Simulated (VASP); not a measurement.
# B3C (P-6m2) in VASP: notebook, part 2 of 3

VASP 6.6.1. Earlier steps stand in the parts before.

### 3 Single point, PBE, collinear spin, ferromagnetic start

This run uses another cell than the first one, of 6.64 Å³/atom, 0.988 times its volume.

INCAR reads:

```
PREC = Accurate
ENCUT = 520
EDIFF = 1E-6
ISMEAR = 0
SIGMA = 0.1
LREAL = False
LASPH = True
NELM = 150
ALGO = Normal
ISIF = 2
LWAVE = False
LCHARG = False
ISPIN = 2
MAGMOM = 0 0 0 1
LORBIT = 11
GGA = PE
NBANDS = 18
```

KPOINTS reads:

```
Automatic mesh
0
Gamma
  6 6 4
```

POSCAR reads:

```
B3C
1.0
    2.5705910612      0.0000000000      0.0000000000
   -1.2852955306      2.2261971617      0.0000000000
    0.0000000000      0.0000000000      4.6419177074
B C
3 1
Direct
    0.0000000000      0.0000000000      0.0000000000
    0.6666666667      0.3333333333      0.6844254056
    0.6666666667      0.3333333333      0.3155745944
    0.0000000000      0.0000000000      0.5000000000
```

Potentials or basis: VASP PAW PBE potentials, release 64 (B, C).

Run with:

```sh
$ cat potpaw_PBE.64/B/POTCAR potpaw_PBE.64/C/POTCAR > POTCAR
$ mpirun -np 1 vasp_std > vasp.out
```

OUTCAR:

```text
PREC = Accurate
   ENCUT = 520
   EDIFF = 1E-6
   ISMEAR = 0
   LREAL = False
   LASPH = True
   NELM = 150
   ISIF = 2
   ISPIN = 2
   LORBIT = 11
   GGA = PE

 ion  position               nearest neighbor table
   1  0.000  0.000  0.000-   2 2.09   3 2.09   2 2.09   3 2.09   2 2.09   3 2.09
   2  0.667  0.333  0.684-   3 1.71   4 1.71   4 1.71   4 1.71   1 2.09   1 2.09   1 2.09
   3  0.667  0.333  0.316-   2 1.71   4 1.71   4 1.71   4 1.71   1 2.09   1 2.09   1 2.09
   4  0.000  0.000  0.500-   2 1.71   3 1.71   2 1.71   3 1.71   2 1.71   3 1.71

  LATTYP: Found a hexagonal cell.
 ALAT       =     2.5705910612
 C/A-ratio  =     1.8057783587

  Lattice vectors:

 A1 = (   2.5705910612,   0.0000000000,   0.0000000000)
 A2 = (  -1.2852955306,   2.2261971617,   0.0000000000)
 A3 = (   0.0000000000,   0.0000000000,   4.6419177074)

Analysis of symmetry for initial positions (statically):
=====================================================================
 Subroutine PRICEL returns:
 Original cell was already a primitive cell.

 Routine SETGRP: Setting up the symmetry group for a
 hexagonal supercell.

 Subroutine GETGRP returns: Found 12 space group operations
 (whereof 12 operations were pure point group operations)
 out of a pool of 24 trial point group operations.

The static configuration has the point symmetry D_3h.

Analysis of symmetry for dynamics (positions and initial velocities):
=====================================================================
 Subroutine PRICEL returns:
 Original cell was already a primitive cell.

 Routine SETGRP: Setting up the symmetry group for a
 hexagonal supercell.

 Subroutine GETGRP returns: Found 12 space group operations
 (whereof 12 operations were pure point group operations)
 out of a pool of 24 trial point group operations.

The dynamic configuration has the point symmetry D_3h.

Analysis of structural, dynamic, and magnetic symmetry:
[... 164 lines left out ...]
 val. band max:        8.4029898790   @ k =   0.3333   0.3333   0.2500
 cond. band min:       8.8916126897   @ k =   0.3333   0.1667   0.2500
 fundamental gap:      0.4886228107
 Fermi energy:         8.4508060453

 spin component 1

 k-point     1 :       0.0000    0.0000    0.0000
  band No.  band energies     occupation
      1     -11.1371      1.00000
      2      -3.4205      1.00000
      3      -3.2949      1.00000
      4       6.9742      1.00000
      5       6.9742      1.00000
      6       9.7133      0.00000
[... 417 lines left out ...]
      4       0.3621      1.00000
      5       2.1087      1.00000
      6       3.6824      1.00000
[... 10 lines left out ...]
     17      24.9524      0.00000
     18      28.3396      0.00000
 Fermi energy:         8.4508060453

 spin component 2

 k-point     1 :       0.0000    0.0000    0.0000
  band No.  band energies     occupation
      1     -11.1371      1.00000
      2      -3.4205      1.00000
      3      -3.2949      1.00000
      4       6.9741      1.00000
      5       6.9741      1.00000
      6       9.7132      0.00000
[... 418 lines left out ...]
      5       2.1087      1.00000
      6       3.6825      1.00000
[... 10 lines left out ...]
     17      24.9525      0.00000
     18      28.3396      0.00000

------------------------ aborting loop because EDIFF is reached ----------------------------------------

  FORCE on cell =-STRESS in cart. coord.  units (eV):
  Direction    XX          YY          ZZ          XY          YZ          ZX
  --------------------------------------------------------------------------------------
  -------------------------------------------------------------------------------------
  Total        0.0244707      0.0244707     -0.0175405      0.0000000      0.0000000      0.0000000
  in kB        1.4759225      1.4759225     -1.0579346      0.0000000      0.0000000      0.0000000
  external PRESSURE =       0.6313035 kB  Pullay stress =       0.0000000 kB

 VOLUME and BASIS-vectors are now :
 -----------------------------------------------------------------------------
  energy-cutoff  :      520.00
  volume of cell :       26.56
      direct lattice vectors                 reciprocal lattice vectors
     2.570591061  0.000000000  0.000000000     0.389015591  0.224598256  0.000000000
    -1.285295531  2.226197162  0.000000000     0.000000000  0.449196512  0.000000000
     0.000000000  0.000000000  4.641917707     0.000000000  0.000000000  0.215428205

 POSITION                                       TOTAL-FORCE (eV/Angst)
 -----------------------------------------------------------------------------------
      0.00000      0.00000      0.00000        -0.000000     -0.000000      0.000000
      1.28530      0.74207      3.17705        -0.000000     -0.000000      0.008343
      1.28530      0.74207      1.46487        -0.000000      0.000000     -0.008343
      0.00000      0.00000      2.32096         0.000000     -0.000000      0.000000
 -----------------------------------------------------------------------------------
    total drift:                               -0.000000      0.000000      0.000000

  FREE ENERGIE OF THE ION-ELECTRON SYSTEM (eV)
  ---------------------------------------------------
  free  energy   TOTEN  =       -23.6408316837 eV

  energy  without entropy=      -23.6395768429  energy(sigma->0) =      -23.64020426

 total charge

# of ion       s       p       d       tot
------------------------------------------
    1        0.692   0.829   0.000   1.521
    2        0.681   1.201   0.000   1.882
    3        0.681   1.201   0.000   1.882
    4        0.863   1.664   0.000   2.527
--------------------------------------------------
tot          2.917   4.896   0.000   7.812

 magnetization (x)

# of ion       s       p       d       tot
------------------------------------------
    1        0.000   0.000   0.000   0.000
    2       -0.000   0.000   0.000  -0.000
    3       -0.000   0.000   0.000  -0.000
    4       -0.000  -0.000   0.000  -0.000
--------------------------------------------------
tot         -0.000  -0.000   0.000  -0.000
```

OSZICAR:

```text
N       E                     dE             d eps       ncg     rms          rms(c)
DAV:   1     0.188216857294E+02    0.18822E+02   -0.62331E+03  1512   0.687E+02
DAV:   2    -0.229078095227E+02   -0.41729E+02   -0.38629E+02  2088   0.148E+02
DAV:   3    -0.241785669718E+02   -0.12708E+01   -0.12564E+01  1730   0.195E+01
DAV:   4    -0.241816115226E+02   -0.30446E-02   -0.30437E-02  1862   0.108E+00
DAV:   5    -0.241816150616E+02   -0.35390E-05   -0.35390E-05  1678   0.396E-02    0.647E+00
DAV:   6    -0.236873496757E+02    0.49427E+00   -0.13644E+00  1688   0.667E+00    0.276E+00
DAV:   7    -0.236541594227E+02    0.33190E-01   -0.17350E-01  1718   0.236E+00    0.164E+00
DAV:   8    -0.236392558497E+02    0.14904E-01   -0.21698E-02  1702   0.971E-01    0.516E-01
DAV:   9    -0.236408457298E+02   -0.15899E-02   -0.28540E-03  1656   0.417E-01    0.166E-01
DAV:  10    -0.236408164912E+02    0.29239E-04   -0.19096E-04  1740   0.880E-02    0.553E-02
DAV:  11    -0.236408251556E+02   -0.86644E-05   -0.61165E-05  1660   0.530E-02    0.193E-02
DAV:  12    -0.236408299787E+02   -0.48230E-05   -0.99289E-06  1738   0.257E-02    0.833E-03
DAV:  13    -0.236408313140E+02   -0.13353E-05   -0.22634E-06  1630   0.123E-02    0.373E-03
DAV:  14    -0.236408316837E+02   -0.36971E-06   -0.28197E-07   880   0.465E-03
   1 F= -.23640832E+02 E0= -.23640204E+02  d E =-.125484E-02  mag=    -0.0000
```

Run time: 9 s. Hardware: 1 thread of Intel Xeon 6975P-C (Granite Rapids), shared host; peak memory 0.14 GiB.

What came out:

| Property | Result |
| --- | --- |
| Free energy | -23.6408 eV |
| Pressure | 0.1 GPa |
| Largest force | 0.008 eV/Å |
| Net moment | 0.00 μB per cell |
| Valence electrons inside the program's atomic spheres | B 1.52, 1.88; C 2.53 |

Forces on the atoms (eV/Å):
```
B    0.000  0.000  0.000
B    0.000  0.000  0.008
B    0.000  0.000 -0.008
C    0.000  0.000  0.000
```

Stress tensor (GPa, compression positive):
```
 0.15  0.00  0.00
 0.00  0.15  0.00
 0.00  0.00 -0.11
```

Levels at points of the mesh, in eV from the Fermi level:
Spin up:
```
           k point  band 2  band 3  band 4  band 5  band 6  band 7  band 8  band 9  band 10  band 11
(0.00, 0.00, 0.00)  -11.87  -11.75   -1.48   -1.48    1.26    6.07    6.25    6.25     7.16     7.16
(0.50, 0.00, 0.00)  -12.89   -8.01   -6.98   -4.91   -4.05   -2.59    3.84    4.56     4.76     4.93
(0.00, 0.00, 0.50)  -14.53   -6.16   -4.53   -1.35   -1.35    5.17    5.17    6.83     6.83     8.50
(0.50, 0.00, 0.50)  -12.69   -9.32   -7.74   -4.73   -1.03   -0.28    1.47    2.04     4.34     5.42
```
Spin down:
| k point | band 4 | band 5 | band 6 | band 7 | band 8 | band 9 |
| --- | --- | --- | --- | --- | --- | --- |
| (0.00, 0.00, 0.00) | -1.48 | -1.48 | 1.26 | 6.07 | 6.25 | 6.25 |
| (0.50, 0.00, 0.00) | -6.98 | -4.91 | -4.05 | -2.59 | 3.84 | 4.56 |
| (0.00, 0.00, 0.50) | -4.53 | -1.35 | -1.35 | 5.17 | 5.17 | 6.83 |
| (0.50, 0.00, 0.50) | -7.74 | -4.73 | -1.03 | -0.28 | 1.47 | 2.04 |

Caveat: the k points lie up to 0.47 Å⁻¹ apart.

### 4 Relaxation of cell and atoms, PBE

This run uses another cell than the first one, of 9.45 Å³/atom, 1.405 times its volume.

INCAR reads:

```
SYSTEM = B3C
ALGO = Normal
EDIFF = 1E-6
EDIFFG = -0.04
ENCUT = 600
GGA = PE
IBRION = 2
ISIF = 3
ISMEAR = 0
LASPH = .True.
LCHARG = .False.
LREAL = .False.
LWAVE = .False.
NELM = 60
NSW = 90
PREC = Accurate
SIGMA = 0.1
```

KPOINTS reads:

```
k-points
0
Gamma
  12 12 2
  0 0 0
```

POSCAR reads:

```
B3C
1.0
    2.4103921000      0.0000000000      0.0000000000
   -1.2051960500      2.0874607900      0.0000000000
    0.0000000000      0.0000000000      7.5087784500
B C
3 1
Direct
    0.0000000000      0.0000000000      0.0000000000
    0.6666666700      0.3333333300      0.7616215300
    0.6666666700      0.3333333300      0.2383784700
    0.0000000000      0.0000000000      0.5000000000
```

Potentials or basis: VASP PAW PBE potentials, release 64 (B, C).

Run with:

```sh
$ cat potpaw_PBE.64/B/POTCAR potpaw_PBE.64/C/POTCAR > POTCAR
$ mpirun -np 1 vasp_std > vasp.out
```

OUTCAR:

```text
SYSTEM = B3C
   EDIFF = 1E-6
   EDIFFG = -0.04
   ENCUT = 600
   GGA = PE
   IBRION = 2
   ISIF = 3
   ISMEAR = 0
   LASPH = .True.
   LREAL = .False.
   NELM = 60
   NSW = 90
   PREC = Accurate

 ion  position               nearest neighbor table
   1  0.000  0.000  0.000-
   2  0.667  0.333  0.762-
   3  0.667  0.333  0.238-
   4  0.000  0.000  0.500-

  LATTYP: Found a hexagonal cell.
 ALAT       =     2.4103921000
 C/A-ratio  =     3.1151688765

  Lattice vectors:

 A1 = (   2.4103921000,   0.0000000000,   0.0000000000)
 A2 = (  -1.2051960500,   2.0874607900,   0.0000000000)
 A3 = (   0.0000000000,   0.0000000000,   7.5087784500)

Analysis of symmetry for initial positions (statically):
=====================================================================
 Subroutine PRICEL returns:
 Original cell was already a primitive cell.

 Routine SETGRP: Setting up the symmetry group for a
 hexagonal supercell.

 Subroutine GETGRP returns: Found 12 space group operations
 (whereof 12 operations were pure point group operations)
 out of a pool of 24 trial point group operations.

The static configuration has the point symmetry D_3h.

Analysis of symmetry for dynamics (positions and initial velocities):
=====================================================================
 Subroutine PRICEL returns:
 Original cell was already a primitive cell.

 Routine SETGRP: Setting up the symmetry group for a
 hexagonal supercell.

 Subroutine GETGRP returns: Found 12 space group operations
 (whereof 12 operations were pure point group operations)
 out of a pool of 24 trial point group operations.

The dynamic configuration has the point symmetry D_3h.

 Subroutine INISYM returns: Found 12 space group operations
 (whereof 12 operations are pure point group operations),
 and found     1 'primitive' translations

----------------------------------------------------------------------------------------

                                     Primitive cell

  volume of cell :      37.7812

[... 143 lines left out ...]

------------------------ aborting loop because EDIFF is reached ----------------------------------------

  FORCE on cell =-STRESS in cart. coord.  units (eV):
  Direction    XX          YY          ZZ          XY          YZ          ZX
  --------------------------------------------------------------------------------------
  -------------------------------------------------------------------------------------
  Total       -8.4100782     -8.4100782     -9.5347004      0.0000000     -0.0000000      0.0000000
  in kB     -356.6443134   -356.6443128   -404.3359155      0.0000000     -0.0000000      0.0000000
  external PRESSURE =    -372.5415139 kB  Pullay stress =       0.0000000 kB
[... 95 lines left out ...]
  FREE ENERGIE OF THE ION-ELECTRON SYSTEM (eV)
  ---------------------------------------------------
  free  energy   TOTEN  =       -20.1538054796 eV

  energy  without entropy=      -20.1454182362  energy(sigma->0) =      -20.14961186

 E-fermi :  10.5166     XC(G=0): -12.7385

 val. band max:       10.4894001170   @ k =   0.2500   0.0833   0.5000
 cond. band min:      10.5865121652   @ k =   0.3333   0.3333   0.0000
 fundamental gap:      0.0971120482
 Fermi energy:        10.5166267703

 k-point     1 :       0.0000    0.0000    0.0000
  band No.  band energies     occupation
      1      -9.9887      2.00000
      2      -1.6070      2.00000
      3      -1.2739      2.00000
      4       5.9719      2.00000
      5       5.9719      2.00000
      6      12.7821      0.00000
      7      12.7821      0.00000
      8      13.7464      0.00000
      9      15.1813      0.00000
     10      15.1813      0.00000
[... 287 lines left out ...]
 k-point    24 :       0.3333    0.0000    0.5000
  band No.  band energies     occupation
      1      -6.4886      2.00000
      2      -4.7862      2.00000
      3       0.6797      2.00000
      4       1.5395      2.00000
      5       5.5386      2.00000
      6       6.6708      2.00000
      7      10.1279      2.00000
      8      11.7607      0.00000
      9      13.9855      0.00000
     10      16.1612      0.00000

 [... further k-points ...]

[... ionic steps 4 to 24 ...]

--------------------------------------- Ionic step       25  -------------------------------------------

 number of electron      13.0000001 magnetization

------------------------ aborting loop because EDIFF is reached ----------------------------------------
[... 71 lines left out ...]
--------------------------------------- Ionic step       27  -------------------------------------------

 number of electron      13.0000001 magnetization

 Free energy of the ion-electron system (eV)
  ---------------------------------------------------
  ext. energy  EPLUGINS =         0.00000000
  ---------------------------------------------------
  free energy    TOTEN  =       -23.93168468 eV

  energy without entropy =      -23.92397599  energy(sigma->0) =      -23.92783034

 E-fermi :   9.2337     XC(G=0): -12.3500

 val. band max:        9.1889901271   @ k =   0.4167   0.1667   0.0000
 cond. band min:       9.2492699474   @ k =   0.3333   0.3333   0.0000
 fundamental gap:      0.0602798204
 Fermi energy:         9.2336973214

 k-point     1 :       0.0000    0.0000    0.0000
  band No.  band energies     occupation
      1      -9.9543      2.00000
      2      -2.1298      2.00000
      3      -1.4938      2.00000
      4       5.0842      2.00000
      5       5.0842      2.00000
      6      11.2451      0.00000
      7      11.2451      0.00000
      8      12.2326      0.00000
      9      13.8803      0.00000
     10      13.8803      0.00000
[... 330 lines left out ...]
  FREE ENERGIE OF THE ION-ELECTRON SYSTEM (eV)
  ---------------------------------------------------
  free  energy   TOTEN  =       -23.9316846779 eV

  energy  without entropy=      -23.9239759939  energy(sigma->0) =      -23.92783034

 reached required accuracy - stopping structural energy minimisation
```

It took 99 s on 1 thread of Intel Xeon 6975P-C (Granite Rapids), shared host; peak memory 0.16 GiB.

What came out:

| Item | Value |
| --- | --- |
| Free energy | -23.9317 eV |
| Relaxed volume | 6.61 Å³/atom |
| Relaxed cell | a = 2.861 Å, b = 2.861 Å, c = 3.732 Å, α = 90.00°, β = 90.00°, γ = 120.00° |
| Space group after relaxing (to 0.05 Å) | P-6m2 (No. 187) |
| Energy gained by relaxing | 1498.8 meV/atom |
| Ionic steps | 27 |
| Pressure after relaxing | 0.0 GPa |

The path:
```
step  energy change (eV)  largest force (eV/Å)  pressure (GPa)  volume (Å³)
   1              0.0000                0.7435          -37.25        37.78
   2             -2.1163                0.1887          -13.79        27.00
   3             -2.2173                0.1000           -1.37        25.20
   4             -2.2194                0.1546            1.03        24.91
   5             -2.4897                0.7949            8.93        24.28
   6             -2.7150                2.7951           57.76        21.91
   7             -2.7435                2.7916           58.17        21.91
   8             -2.8248                2.7314           59.20        21.91
   9             -2.9394                2.9524           61.72        21.89
  10             -3.4804                2.8180           63.53        21.67
  11             -4.4886                2.2657           79.64        20.56
  12             -4.6034                0.1276           70.50        20.85
  13             -4.5776                1.3899           74.01        20.72
  14             -4.5457                1.9296           76.69        20.64
  15             -4.8312                2.4421           60.37        21.51
  16             -4.8813                3.2766           52.89        22.01
  17             -5.2769                2.8639           37.22        22.83
  18             -5.7297                1.9944           13.78        24.45
  19             -5.8159                0.5243          -13.96        27.91
  20             -5.8937                1.0581           -4.71        26.49
  21             -5.8940                1.1204           -3.57        26.33
  22             -5.9510                0.7664           -2.21        26.38
  23             -5.9911                0.3626            0.28        26.48
  24             -5.9925                0.1602           -0.15        26.46
  25             -5.9925                0.1929           -0.08        26.47
  26             -5.9944                0.1004           -0.06        26.46
  27             -5.9951                0.0020           -0.01        26.46
```

Final structure:
```xyz
4
Lattice="2.8612 0.0000 0.0000 -1.4306 2.4778 0.0000 0.0000 0.0000 3.7322" Properties=species:S:1:pos:R:3 pbc="T T T"
B     0.0000    0.0000    0.0000
B     1.4306    0.8259    2.9211
B     1.4306    0.8259    0.8111
C     0.0000    0.0000    1.8661
```

Caveat: the k points lie up to 0.84 Å⁻¹ apart in the final cell; the volume moved by over 15 % at a fixed basis, so the end points are rough.

(Continued in part 3 of 3.)
